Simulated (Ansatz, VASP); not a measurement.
One calculation of BaTe, two programs

```
CELL_PARAMETERS angstrom
4.27045 0.00000 0.00000
0.00000 4.27045 0.00000
0.00000 0.00000 4.27045
ATOMIC_POSITIONS crystal
Ba 0.00000 0.00000 0.00000
Te 0.50000 0.50000 0.50000
```

Change from the starting cell: volume scaled by 1.02.

Alike in both runs: task single point; functional PBE; k mesh 9 × 9 × 9; occupations fermi-dirac, width 0.05 eV; no spin polarisation.

|  | VASP | Ansatz |
| --- | --- | --- |
| version | VASP 6.6.1 | Ansatz 0.2.0 |
| potentials or method | VASP PAW PBE potentials, release 64 (Ba_sv, Te), cutoff 520 eV | all-electron LAPW, scalar-relativistic |

Ansatz gave:

```
pressure (GPa) : -0.6
```

Which values does VASP return?

Pressure (GPa): -0.1.

Ansatz ran all-electron here, and VASP with PAW potentials.

Neither program's run includes spin-orbit coupling.
